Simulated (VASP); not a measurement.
# InSb (F-43m) in VASP: relaxation of cell and atoms with r2SCAN

Aim: the relaxation of cell and atoms of InSb with r2SCAN.

Everything below comes from runs of VASP 6.6.1. Logs are shortened: lines on timing, memory, paths and dates and some standing lists are left out, and cuts for length are marked.

### Step 1. The cell of the first run

The structure is cubic, space group F-43m (No. 216). Conventional cell: a = 6.633 Å, b = 6.633 Å, c = 6.633 Å, α = 90.00°, β = 90.00°, γ = 90.00°. In (site symmetry -43m) has 4 Sb at 2.87 Å within 3.8 Å. Sb (site symmetry -43m) has 4 In at 2.87 Å within 3.8 Å.

### Step 2. Relaxation of cell and atoms, r2SCAN

The input, POSCAR:

```
InSb
1.0
    0.0000000000      3.3166107100      3.3166107100
    3.3166107100      0.0000000000      3.3166107100
    3.3166107100      3.3166107100      0.0000000000
In Sb
1 1
Direct
    0.0000000000      0.0000000000      0.0000000000
    0.7500000000      0.7500000000      0.7500000000
```

The input, INCAR.step1:

```
SYSTEM = InSb
ALGO = Normal
EDIFF = 1E-4
ENCUT = 600
GGA = PE
ISMEAR = 0
LASPH = .TRUE.
LCHARG = .FALSE.
LREAL = .FALSE.
LWAVE = .TRUE.
NELM = 100
PREC = Accurate
SIGMA = 0.1
```

The input, INCAR.step2:

```
SYSTEM = InSb
ALGO = Normal
EDIFF = 1E-6
EDIFFG = -0.002
ENCUT = 600
IBRION = 2
ISIF = 3
ISMEAR = 0
ISTART = 1
LASPH = .TRUE.
LCHARG = .FALSE.
LMIXTAU = .TRUE.
LREAL = .FALSE.
LWAVE = .FALSE.
METAGGA = R2SCAN
NELM = 100
NSW = 100
PREC = Accurate
SIGMA = 0.1
```

The input, KPOINTS:

```
k-points
0
G
  14 14 14
  0 0 0
```

Potentials or basis: VASP PAW PBE potentials, release 64 (In_d, Sb).

Started as:

```sh
cat potpaw_PBE.64/In_d/POTCAR potpaw_PBE.64/Sb/POTCAR > POTCAR
cp INCAR.step1 INCAR
mpirun -np 1 vasp_std > vasp.out
cp INCAR.step2 INCAR
mpirun -np 1 vasp_std > vasp.out
```

OUTCAR:

```text
SYSTEM = InSb
   EDIFF = 1E-6
   EDIFFG = -0.002
   ENCUT = 600
   IBRION = 2
   ISIF = 3
   ISMEAR = 0
   ISTART = 1
   LASPH = .TRUE.
   LREAL = .FALSE.
   METAGGA = R2SCAN
   NELM = 100
   NSW = 100
   PREC = Accurate

 ion  position               nearest neighbor table
   1  0.000  0.000  0.000-   2 2.87   2 2.87   2 2.87   2 2.87
   2  0.750  0.750  0.750-   1 2.87   1 2.87   1 2.87   1 2.87

  LATTYP: Found a face centered cubic cell.
 ALAT       =     6.6332214200

  Lattice vectors:

 A1 = (   0.0000000000,   3.3166107100,   3.3166107100)
 A2 = (   3.3166107100,   0.0000000000,   3.3166107100)
 A3 = (   3.3166107100,   3.3166107100,   0.0000000000)

Analysis of symmetry for initial positions (statically):
=====================================================================
 Subroutine PRICEL returns:
 Original cell was already a primitive cell.

 Routine SETGRP: Setting up the symmetry group for a
 face centered cubic supercell.

 Subroutine GETGRP returns: Found 24 space group operations
 (whereof 24 operations were pure point group operations)
 out of a pool of 48 trial point group operations.

The static configuration has the point symmetry T_d .

Analysis of symmetry for dynamics (positions and initial velocities):
=====================================================================
 Subroutine PRICEL returns:
 Original cell was already a primitive cell.

 Routine SETGRP: Setting up the symmetry group for a
 face centered cubic supercell.

 Subroutine GETGRP returns: Found 24 space group operations
 (whereof 24 operations were pure point group operations)
 out of a pool of 48 trial point group operations.

The dynamic configuration has the point symmetry T_d .

 Subroutine INISYM returns: Found 24 space group operations
 (whereof 24 operations are pure point group operations),
 and found     1 'primitive' translations

----------------------------------------------------------------------------------------

                                     Primitive cell

  volume of cell :      72.9648

  direct lattice vectors                    reciprocal lattice vectors
     0.000000000  3.316610710  3.316610710    -0.150756312  0.150756312  0.150756312
     3.316610710  0.000000000  3.316610710     0.150756312 -0.150756312  0.150756312
     3.316610710  3.316610710  0.000000000     0.150756312  0.150756312 -0.150756312

  length of vectors
     4.690395847  4.690395847  4.690395847     0.261117592  0.261117592  0.261117592

  position of ions in fractional coordinates (direct lattice)
     0.000000000  0.000000000  0.000000000
     0.750000000  0.750000000  0.750000000

  ion indices of the primitive-cell ions
   primitive index   ion index
                 1           1
                 2           2

----------------------------------------------------------------------------------------

 KPOINTS: k-points

Automatic generation of k-mesh.
 Grid dimensions read from file:
 generate k-points for:   14   14   14

 Generating k-lattice:

  Cartesian coordinates                     Fractional coordinates (reciprocal lattice)
    -0.010768308  0.010768308  0.010768308     0.071428571  0.000000000  0.000000000
     0.010768308 -0.010768308  0.010768308     0.000000000  0.071428571  0.000000000
     0.010768308  0.010768308 -0.010768308     0.000000000  0.000000000  0.071428571

  Length of vectors
     0.018651257  0.018651257  0.018651257

  Shift w.r.t. Gamma in fractional coordinates (k-lattice)
     0.000000000  0.000000000  0.000000000

 Subroutine IBZKPT returns following result:
 ===========================================

 Found    104 irreducible k-points:

 Following reciprocal coordinates:
            Coordinates               Weight
  0.000000  0.000000  0.000000      1.000000
  0.071429  0.000000  0.000000      8.000000
  0.142857  0.000000  0.000000      8.000000
  0.214286  0.000000  0.000000      8.000000
  0.285714  0.000000  0.000000      8.000000
  0.357143  0.000000  0.000000      8.000000
[... 16 lines left out ...]
  0.214286  0.142857  0.000000     24.000000
  0.285714  0.142857  0.000000     24.000000
 [... further k-points ...]
   k-points           NKPTS =    104   k-points in BZ     NKDIM =    104   number of bands    NBANDS=     13
   number of dos      NEDOS =    301   number of ions     NIONS =      2
   total plane-waves  NPLWV =  64000
   dimension x,y,z NGX =    40 NGY =   40 NGZ =   40
   dimension x,y,z NGXF=    80 NGYF=   80 NGZF=   80
   ions per type =               1   1
   NGX,Y,Z   is equivalent  to a cutoff of  14.18, 14.18, 14.18 a.u.
   NGXF,Y,Z  is equivalent  to a cutoff of  28.36, 28.36, 28.36 a.u.
 SYSTEM =  InSb
   PREC   = accura    normal or accurate (medium, high low for compatibility)
   ISTART =      1    job   : 0-new  1-cont  2-samecut
   ICHARG =      0    charge: 1-file 2-atom 10-const
   ISPIN  =      1    spin polarized calculation?
   LNONCOLLINEAR =      F non collinear calculations
   LSORBIT =      F    spin-orbit coupling
   LASPH  =      T    aspherical Exc in radial PAW
   ENCUT  =  600.0 eV  44.10 Ry    6.64 a.u.   9.37  9.37  9.37*2*pi/ulx,y,z
   NELM   =    100;   NELMIN=  2; NELMDL=  0     # of ELM steps
   EDIFF  = 0.1E-05   stopping-criterion for ELM
   LREAL  =      F    real-space projection
   EDIFFG = -.2E-02   stopping-criterion for IOM
   NSW    =    100    number of steps for IOM
   IBRION =      2    ionic relax: 0-MD 1-quasi-New 2-CG
   NFREE  =      1    steps in history (QN), initial steepest desc. (CG)
   ISIF   =      3    stress and relaxation
   ISYM   =      2    0-nonsym 1-usesym 2-fastsym
   POTIM  = 0.5000    time-step for ionic-motion
   TEBEG  =    0.0;   TEEND  =   0.0 temperature during run
   PSTRESS=    0.0 pullay stress
   NELECT =      18.0000    total number of electrons
   NUPDOWN=      -1.0000    fix difference up-down
   EMIN   =  10.00;   EMAX   =-10.00  energy-range for DOS
   EFERMI =   0.00;   METHOD = LEGACY
   ISMEAR =     0;   SIGMA  =   0.10  broadening in eV -4-tet -1-fermi 0-gaus
   EFERMI_NEDOS =   21; number of points for ismear=-14 and -15
   IALGO  =     38    algorithm
   IMIX   =      4    mixing-type and parameters
     AMIX     =   0.40;   BMIX     =  1.00
     AMIX_MAG =   1.60;   BMIX_MAG =  1.00
  volume/ion in A,a.u.               =      36.48       246.20
  Fermi-wavevector in a.u.,A,eV,Ry     =   1.026742  1.940260 14.343239  1.054198
  Thomas-Fermi vector in A             =   2.160650
   LORBIT       =      0    0 simple, 1 ext, 2 COOP (PROOUT), +10 PAW based schemes
   METAGGA = R2SCAN    functional components
   LHFCALC =     F    Hartree Fock is set to
   AEXX    =    0.0000 exact exchange contribution
   IVDW    =     0    specifies the selected vdW correction
   LEPSILON=     F    determine dielectric tensor
   LRPA    =     F    only Hartree local field effects (RPA)
 conjugate gradient relaxation of ions
 non-spin polarized calculation
 Gauss-broadening in eV      SIGMA  =   0.10
  energy-cutoff  :      600.00
  volume of cell :       72.96
 maximum number of plane-waves:      2461
 NGX is ok and might be reduce to    40
   NGX = 19   NGY = 19   NGZ = 19

--------------------------------------- Ionic step        1  -------------------------------------------

 number of electron      18.0000000 magnetization

 Free energy of the ion-electron system (eV)
  ---------------------------------------------------
  ext. energy  EPLUGINS =         0.00000000
  ---------------------------------------------------
  free energy    TOTEN  =       -48.75902266 eV

  energy without entropy =      -48.75891692  energy(sigma->0) =      -48.75896979

------------------------ aborting loop because EDIFF is reached ----------------------------------------

  FORCE on cell =-STRESS in cart. coord.  units (eV):
  Direction    XX          YY          ZZ          XY          YZ          ZX
  --------------------------------------------------------------------------------------
  -------------------------------------------------------------------------------------
  Total       -0.6357850     -0.6357850     -0.6357850      0.0000000      0.0000000      0.0000000
  in kB      -13.9607059    -13.9607059    -13.9607059      0.0000000      0.0000000      0.0000000
  external PRESSURE =     -13.9607059 kB  Pullay stress =       0.0000000 kB

 VOLUME and BASIS-vectors are now :
 -----------------------------------------------------------------------------
  energy-cutoff  :      600.00
  volume of cell :       72.96
      direct lattice vectors                 reciprocal lattice vectors
     0.000000000  3.316610710  3.316610710    -0.150756312  0.150756312  0.150756312
     3.316610710  0.000000000  3.316610710     0.150756312 -0.150756312  0.150756312
     3.316610710  3.316610710  0.000000000     0.150756312  0.150756312 -0.150756312
[... 37 lines left out ...]
 POSITION                                       TOTAL-FORCE (eV/Angst)
 -----------------------------------------------------------------------------------
      0.00000      0.00000      0.00000        -0.000000     -0.000000     -0.000000
      4.89862      4.89862      4.89862         0.000000      0.000000      0.000000
 -----------------------------------------------------------------------------------
    total drift:                                0.000001      0.000001      0.000002

  FREE ENERGIE OF THE ION-ELECTRON SYSTEM (eV)
  ---------------------------------------------------
  free  energy   TOTEN  =       -48.7687352652 eV

  energy  without entropy=      -48.7686562817  energy(sigma->0) =      -48.76869577

--------------------------------------- Ionic step        3  -------------------------------------------

 number of electron      17.9999998 magnetization

 Free energy of the ion-electron system (eV)
  ---------------------------------------------------
  ext. energy  EPLUGINS =         0.00000000
  ---------------------------------------------------
  free energy    TOTEN  =       -48.77010605 eV

  energy without entropy =      -48.77000516  energy(sigma->0) =      -48.77005561

 E-fermi :   4.6236     XC(G=0):  -9.0822

 val. band max:        4.5627906367   @ k =   0.0000   0.0000   0.0000
 cond. band min:       5.3095602530   @ k =   0.5000   0.0000   0.0000
 fundamental gap:      0.7467696163
 Fermi energy:         4.6235774036

 k-point     1 :       0.0000    0.0000    0.0000
  band No.  band energies     occupation
      1     -10.4777      2.00000
      2     -10.4777      2.00000
      3     -10.4777      2.00000
      4     -10.3864      2.00000
      5     -10.3864      2.00000
      6      -6.3455      2.00000
      7       4.5442      1.73827
      8       4.5442      1.73827
      9       4.5442      1.73824
     10       4.5628      1.61002
     11       7.7662      0.00000
     12       7.7662      0.00000
     13       7.7663      0.00000

 k-point     2 :       0.0714    0.0000    0.0000
  band No.  band energies     occupation
      1     -10.4799      2.00000
      2     -10.4766      2.00000
      3     -10.4766      2.00000
      4     -10.3865      2.00000
      5     -10.3865      2.00000
      6      -6.2986      2.00000
      7       3.5472      2.00000
      8       4.4721      1.96778
      9       4.4721      1.96777
     10       5.3405      0.00000
     11       7.8590      0.00000
[... 339 lines left out ...]
 k-point    24 :       0.2857    0.1429    0.0000
  band No.  band energies     occupation
      1     -10.5091      2.00000
      2     -10.4628      2.00000
      3     -10.4614      2.00000
      4     -10.3911      2.00000
      5     -10.3835      2.00000
      6      -5.6958      2.00000
      7       0.9110      2.00000
      8       3.3324      2.00000
      9       3.4256      2.00000
     10       6.6107      0.00000
     11       7.5814      0.00000
     12       9.4304      0.00000
     13       9.4310      0.00000

 [... further k-points ...]
[... 5 lines left out ...]
  --------------------------------------------------------------------------------------
  -------------------------------------------------------------------------------------
  Total        0.0027110      0.0027110      0.0027110      0.0000000      0.0000000      0.0000000
  in kB        0.0616232      0.0616232      0.0616232      0.0000000      0.0000000      0.0000000
  external PRESSURE =       0.0616232 kB  Pullay stress =       0.0000000 kB

 VOLUME and BASIS-vectors are now :
 -----------------------------------------------------------------------------
  energy-cutoff  :      600.00
  volume of cell :       70.48
      direct lattice vectors                 reciprocal lattice vectors
     0.000000000  3.278597068  3.278597068    -0.152504254  0.152504254  0.152504254
     3.278597068  0.000000000  3.278597068     0.152504254 -0.152504254  0.152504254
     3.278597068  3.278597068 -0.000000000     0.152504254  0.152504254 -0.152504254

 POSITION                                       TOTAL-FORCE (eV/Angst)
 -----------------------------------------------------------------------------------
      0.00000      0.00000      0.00000         0.000000      0.000000      0.000000
      4.91790      4.91790      4.91790        -0.000000     -0.000000     -0.000000
 -----------------------------------------------------------------------------------
    total drift:                                0.000001      0.000001      0.000001

  FREE ENERGIE OF THE ION-ELECTRON SYSTEM (eV)
  ---------------------------------------------------
  free  energy   TOTEN  =       -48.7701060487 eV

  energy  without entropy=      -48.7700051636  energy(sigma->0) =      -48.77005561

 reached required accuracy - stopping structural energy minimisation
```

It took 8.4 min on 1 thread of Intel Xeon 6975P-C (Granite Rapids), shared host; peak memory 0.36 GiB.

Results:

```
Free energy                           : -48.7701 eV
Relaxed volume                        : 35.24 Å³/atom
Relaxed cell                          : a = 4.637 Å, b = 4.637 Å, c = 4.637 Å, α = 60.00°, β = 60.00°, γ = 60.00°
Space group after relaxing (to 0.1 Å) : F-43m (No. 216)
Energy gained by relaxing             : 5.5 meV/atom
Ionic steps                           : 3
Pressure after relaxing               : 0.0 GPa
```

The path:
| step | energy change (eV) | largest force (eV/Å) | pressure (GPa) | volume (Å³) |
| --- | --- | --- | --- | --- |
| 1 | 0.0000 | 0.0000 | -1.40 | 72.96 |
| 2 | -0.0097 | 0.0000 | 0.50 | 69.66 |
| 3 | -0.0111 | 0.0000 | 0.01 | 70.48 |

Final structure:
```yaml
crystal:
  lattice:
    - [0.00000, 3.27860, 3.27860]
    - [3.27860, 0.00000, 3.27860]
    - [3.27860, 3.27860, 0.00000]
  atoms:
    - { symbol: In, position: [0.00000, 0.00000, 0.00000] }
    - { symbol: Sb, position: [0.75000, 0.75000, 0.75000] }
```

Caveat: the PAW data sets were made with another functional, which shifts forces and pressure a little; spin-orbit coupling is left out, which moves the levels of the heavy elements.
